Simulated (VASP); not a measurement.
# I (Im-3m) in VASP: single point with LDA

Aim: the single point of I with LDA.

Everything below comes from runs of VASP 6.6.1. Logs are shortened: lines on timing, memory, paths and dates and some standing lists are left out, and cuts for length are marked.

## 1. The cell of the first run

It takes space group Im-3m (No. 229, cubic). Conventional cell: a = 3.991 Å, b = 3.991 Å, c = 3.991 Å, α = 90.00°, β = 90.00°, γ = 90.00°. Within 4.5 Å of I (site symmetry m-3m) lie 14 I at 3.46 to 3.99 Å.

## 2. Single point, LDA

The input, INCAR:

```
PREC     = Accurate       # precision mode
ENCUT    = 520            # plane-wave cutoff, eV
EDIFF    = 1E-7           # SCF threshold, eV
ISMEAR   = -1             # smearing method
SIGMA    = 0.08           # smearing width, eV
LREAL    = F              # projectors in reciprocal space
LASPH    = T              # aspherical terms in the spheres
NELM     = 100            # most SCF steps
ALGO     = Normal         # electronic algorithm
ISIF     = 2              # what is computed and relaxed
LWAVE    = F              # write WAVECAR
LCHARG   = T              # write CHGCAR
LELF     = T              # ELF
LVHAR    = T            
NBANDS   = 10             # bands
```

The input, KPOINTS:

```
Automatic mesh
0
Gamma
  13 13 13
```

The input, POSCAR:

```
I
1.0
   -1.9955764916      1.9955764916      1.9955764916
    1.9955764916     -1.9955764916      1.9955764916
    1.9955764916      1.9955764916     -1.9955764916
I
1
Direct
    0.0000000000      0.0000000000      0.0000000000
```

Potentials or basis: VASP PAW LDA potentials, release 64 (I).

On the command line:

```console
$ cat potpaw_LDA.64/I/POTCAR > POTCAR
$ mpirun -np 1 vasp_std > vasp.out
```

OUTCAR:

```text
PREC = Accurate
   ENCUT = 520
   EDIFF = 1E-7
   ISMEAR = -1
   LREAL = F
   LASPH = T
   NELM = 100
   ISIF = 2

 ion  position               nearest neighbor table
   1  0.000  0.000  0.000-

  LATTYP: Found a body centered cubic cell.
 ALAT       =     3.9911529832

  Lattice vectors:

 A1 = (  -1.9955764916,   1.9955764916,   1.9955764916)
 A2 = (   1.9955764916,  -1.9955764916,   1.9955764916)
 A3 = (   1.9955764916,   1.9955764916,  -1.9955764916)

Analysis of symmetry for initial positions (statically):
=====================================================================
 Subroutine PRICEL returns:
 Original cell was already a primitive cell.

 Routine SETGRP: Setting up the symmetry group for a
 body centered cubic supercell.

 Subroutine GETGRP returns: Found 48 space group operations
 (whereof 48 operations were pure point group operations)
 out of a pool of 48 trial point group operations.

The static configuration has the point symmetry O_h .

Analysis of symmetry for dynamics (positions and initial velocities):
=====================================================================
 Subroutine PRICEL returns:
 Original cell was already a primitive cell.

 Routine SETGRP: Setting up the symmetry group for a
 body centered cubic supercell.

 Subroutine GETGRP returns: Found 48 space group operations
 (whereof 48 operations were pure point group operations)
 out of a pool of 48 trial point group operations.

The dynamic configuration has the point symmetry O_h .

 Subroutine INISYM returns: Found 48 space group operations
 (whereof 48 operations are pure point group operations),
 and found     1 'primitive' translations

----------------------------------------------------------------------------------------

                                     Primitive cell

  volume of cell :      31.7881

  direct lattice vectors                    reciprocal lattice vectors
    -1.995576492  1.995576492  1.995576492     0.000000000  0.250554164  0.250554164
     1.995576492 -1.995576492  1.995576492     0.250554164  0.000000000  0.250554164
     1.995576492  1.995576492 -1.995576492     0.250554164  0.250554164  0.000000000

  length of vectors
     3.456439874  3.456439874  3.456439874     0.354337097  0.354337097  0.354337097

  position of ions in fractional coordinates (direct lattice)
     0.000000000  0.000000000  0.000000000

  ion indices of the primitive-cell ions
   primitive index   ion index
                 1           1

----------------------------------------------------------------------------------------

 KPOINTS: Automatic mesh

Automatic generation of k-mesh.
 Grid dimensions read from file:
 generate k-points for:   13   13   13

 Generating k-lattice:

  Cartesian coordinates                     Fractional coordinates (reciprocal lattice)
     0.000000000  0.019273397  0.019273397     0.076923077  0.000000000  0.000000000
     0.019273397  0.000000000  0.019273397     0.000000000  0.076923077  0.000000000
     0.019273397  0.019273397  0.000000000     0.000000000  0.000000000  0.076923077

  Length of vectors
     0.027256700  0.027256700  0.027256700

  Shift w.r.t. Gamma in fractional coordinates (k-lattice)
     0.000000000  0.000000000  0.000000000

 Subroutine IBZKPT returns following result:
 ===========================================

 Found     84 irreducible k-points:

 Following reciprocal coordinates:
            Coordinates               Weight
  0.000000  0.000000  0.000000      1.000000
  0.076923  0.000000  0.000000     12.000000
  0.153846  0.000000  0.000000     12.000000
  0.230769  0.000000  0.000000     12.000000
  0.307692  0.000000  0.000000     12.000000
  0.384615  0.000000  0.000000     12.000000
[... 16 lines left out ...]
  0.153846  0.076923  0.076923     24.000000
  0.230769  0.076923  0.076923     24.000000
 [... further k-points ...]
   k-points           NKPTS =     84   k-points in BZ     NKDIM =     84   number of bands    NBANDS=     10
   number of dos      NEDOS =    301   number of ions     NIONS =      1
   total plane-waves  NPLWV =  21952
   dimension x,y,z NGX =    28 NGY =   28 NGZ =   28
   dimension x,y,z NGXF=    56 NGYF=   56 NGZF=   56
   ions per type =               1
   NGX,Y,Z   is equivalent  to a cutoff of  13.47, 13.47, 13.47 a.u.
   NGXF,Y,Z  is equivalent  to a cutoff of  26.93, 26.93, 26.93 a.u.
 SYSTEM =  unknown system
   PREC   = accura    normal or accurate (medium, high low for compatibility)
   ISTART =      0    job   : 0-new  1-cont  2-samecut
   ICHARG =      2    charge: 1-file 2-atom 10-const
   ISPIN  =      1    spin polarized calculation?
   LNONCOLLINEAR =      F non collinear calculations
   LSORBIT =      F    spin-orbit coupling
   LASPH  =      T    aspherical Exc in radial PAW
   ENCUT  =  520.0 eV  38.22 Ry    6.18 a.u.   6.43  6.43  6.43*2*pi/ulx,y,z
   NELM   =    100;   NELMIN=  2; NELMDL= -5     # of ELM steps
   EDIFF  = 0.1E-06   stopping-criterion for ELM
   LREAL  =      F    real-space projection
   EDIFFG = 0.1E-05   stopping-criterion for IOM
   NSW    =      0    number of steps for IOM
   IBRION =     -1    ionic relax: 0-MD 1-quasi-New 2-CG
   NFREE  =      0    steps in history (QN), initial steepest desc. (CG)
   ISIF   =      2    stress and relaxation
   ISYM   =      2    0-nonsym 1-usesym 2-fastsym
   POTIM  = 0.5000    time-step for ionic-motion
   TEBEG  =    0.0;   TEEND  =   0.0 temperature during run
   PSTRESS=    0.0 pullay stress
   NELECT =       7.0000    total number of electrons
   NUPDOWN=      -1.0000    fix difference up-down
   EMIN   =  10.00;   EMAX   =-10.00  energy-range for DOS
   EFERMI =   0.00;   METHOD = LEGACY
   ISMEAR =    -1;   SIGMA  =   0.08  broadening in eV -4-tet -1-fermi 0-gaus
   EFERMI_NEDOS =   21; number of points for ismear=-14 and -15
   IALGO  =     38    algorithm
   IMIX   =      4    mixing-type and parameters
     AMIX     =   0.40;   BMIX     =  1.00
     AMIX_MAG =   1.60;   BMIX_MAG =  1.00
  volume/ion in A,a.u.               =      31.79       214.52
  Fermi-wavevector in a.u.,A,eV,Ry     =   0.988597  1.868177 13.297291  0.977323
  Thomas-Fermi vector in A             =   2.120135
   LORBIT       =      0    0 simple, 1 ext, 2 COOP (PROOUT), +10 PAW based schemes
   GGA     = CA    functional components
   LHFCALC =     F    Hartree Fock is set to
   AEXX    =    0.0000 exact exchange contribution
   IVDW    =     0    specifies the selected vdW correction
   LEPSILON=     F    determine dielectric tensor
   LRPA    =     F    only Hartree local field effects (RPA)
 non-spin polarized calculation
  energy-cutoff  :      520.00
  volume of cell :       31.79
 maximum number of plane-waves:       887
 NGX is ok and might be reduce to    28
   NGX = 13   NGY = 13   NGZ = 13

 number of electron       7.0000000 magnetization

 Free energy of the ion-electron system (eV)
  ---------------------------------------------------
  ext. energy  EPLUGINS =         0.00000000
  ---------------------------------------------------
  free energy    TOTEN  =        -1.70517524 eV

  energy without entropy =       -1.67154822  energy(sigma->0) =       -1.68836173

 E-fermi :   5.7836     XC(G=0):  -9.7928

 val. band max:        5.7831556572   @ k =   0.2308   0.0000   0.0000
 cond. band min:       5.7996400185   @ k =  -0.4615  -0.4615   0.0769
 fundamental gap:      0.0164843613
 Fermi energy:         5.7835924521

 k-point     1 :       0.0000    0.0000    0.0000
  band No.  band energies     occupation
      1      -8.4811      2.00000
      2       6.8202      0.00000
      3       6.8202      0.00000
      4       6.8202      0.00000
      5      13.2223      0.00000
      6      15.5533      0.00000
      7      15.5533      0.00000
      8      15.5533      0.00000
      9      17.8775      0.00000
     10      17.8775      0.00000

 k-point     2 :       0.0769    0.0000    0.0000
  band No.  band energies     occupation
      1      -8.4018      2.00000
      2       6.2728      0.00441
      3       6.6619      0.00003
      4       6.7949      0.00001
      5      13.6347      0.00000
      6      15.1508      0.00000
      7      15.3263      0.00000
      8      15.8990      0.00000
      9      17.0197      0.00000
     10      17.3541      0.00000

 k-point     3 :       0.1538    0.0000    0.0000
  band No.  band energies     occupation
      1      -8.1703      2.00000
      2       5.0248      1.99985
      3       6.2652      0.00485
      4       6.7232      0.00002
      5      13.6149      0.00000
      6      14.4174      0.00000
      7      15.5441      0.00000
      8      16.8555      0.00000
      9      16.9718      0.00000
     10      17.1673      0.00000

 k-point     4 :       0.2308    0.0000    0.0000
  band No.  band energies     occupation
      1      -7.8081      2.00000
      2       3.5831      2.00000
      3       5.7832      1.00273
      4       6.6190      0.00006
      5      12.7627      0.00000
      6      13.7313      0.00000
      7      16.4713      0.00000
      8      16.9241      0.00000
      9      18.2586      0.00000
     10      18.2634      0.00000

 k-point     5 :       0.3077    0.0000    0.0000
  band No.  band energies     occupation
      1      -7.3616      2.00000
      2       2.2227      2.00000
      3       5.3403      1.99218
      4       6.5055      0.00024
      5      12.0086      0.00000
      6      13.1899      0.00000
      7      17.2012      0.00000
      8      17.2893      0.00000
      9      19.8276      0.00000
     10      19.9869      0.00000

 k-point     6 :       0.3846    0.0000    0.0000
  band No.  band energies     occupation
      1      -6.9195      2.00000
      2       1.1328      2.00000
      3       5.0124      1.99987
      4       6.4097      0.00080
      5      11.4931      0.00000
      6      12.8213      0.00000
      7      17.7518      0.00000
      8      18.1583      0.00000
      9      20.7282      0.00000
     10      21.5466      0.00000
[... 183 lines left out ...]
 k-point    21 :       0.3077    0.3077    0.0000
  band No.  band energies     occupation
      1      -6.3206      2.00000
      2       1.4558      2.00000
      3       2.1989      2.00000
      4       5.6174      1.77734
      5      12.8301      0.00000
      6      15.1658      0.00000
      7      16.1868      0.00000
      8      19.1240      0.00000
      9      20.0996      0.00000
     10      22.4216      0.00000

 k-point    22 :       0.0769    0.0769    0.0769
  band No.  band energies     occupation
      1      -8.0227      2.00000
      2       4.3897      2.00000
      3       6.3070      0.00288
      4       6.3070      0.00288
      5      14.1982      0.00000
      6      14.1982      0.00000
      7      14.5878      0.00000
      8      17.3693      0.00000
      9      17.3693      0.00000
     10      18.4687      0.00000

 k-point    23 :       0.1538    0.0769    0.0769
  band No.  band energies     occupation
      1      -7.6748      2.00000
      2       3.2660      2.00000
      3       5.6196      1.77181
      4       6.1124      0.03227
      5      13.5928      0.00000
      6      13.8497      0.00000
      7      15.6226      0.00000
      8      17.6250      0.00000
      9      17.6380      0.00000
     10      20.0411      0.00000

 k-point    24 :       0.2308    0.0769    0.0769
  band No.  band energies     occupation
      1      -7.2496      2.00000
      2       2.1642      2.00000
      3       4.9419      1.99995
      4       5.9127      0.33228
      5      13.0034      0.00000
      6      13.6163      0.00000
      7      16.9771      0.00000
      8      17.8170      0.00000
      9      18.4203      0.00000
     10      21.6094      0.00000

 [... further k-points ...]

------------------------ aborting loop because EDIFF is reached ----------------------------------------

  FORCE on cell =-STRESS in cart. coord.  units (eV):
  Direction    XX          YY          ZZ          XY          YZ          ZX
  --------------------------------------------------------------------------------------
  -------------------------------------------------------------------------------------
  Total       -0.0019301     -0.0019301     -0.0019301      0.0000000     -0.0000000     -0.0000000
  in kB       -0.0972789     -0.0972789     -0.0972789      0.0000000     -0.0000000     -0.0000000
  external PRESSURE =      -0.0972789 kB  Pullay stress =       0.0000000 kB

 VOLUME and BASIS-vectors are now :
 -----------------------------------------------------------------------------
  energy-cutoff  :      520.00
  volume of cell :       31.79
      direct lattice vectors                 reciprocal lattice vectors
    -1.995576492  1.995576492  1.995576492     0.000000000  0.250554164  0.250554164
     1.995576492 -1.995576492  1.995576492     0.250554164  0.000000000  0.250554164
     1.995576492  1.995576492 -1.995576492     0.250554164  0.250554164  0.000000000

 POSITION                                       TOTAL-FORCE (eV/Angst)
 -----------------------------------------------------------------------------------
      0.00000      0.00000      0.00000         0.000000     -0.000000     -0.000000
 -----------------------------------------------------------------------------------
    total drift:                               -0.000000      0.000000      0.000000

  FREE ENERGIE OF THE ION-ELECTRON SYSTEM (eV)
  ---------------------------------------------------
  free  energy   TOTEN  =        -1.7051752388 eV

  energy  without entropy=       -1.6715482183  energy(sigma->0) =       -1.68836173
```

Wall time 15 s (1 thread of Intel Xeon Platinum 8375C at 2.90GHz (Ice Lake), shared host); peak memory 0.15 GiB.

Results:

* Free energy: -1.7052 eV
* Pressure: 0.0 GPa
* Band gap on the k mesh: zero (an odd number of electrons rules out a gap without spin polarisation)

Caveat: spin-orbit coupling is left out, which moves the levels of the heavy elements; an odd number of electrons without spin polarisation forces a metal; a magnetic or distorted state may lie lower.
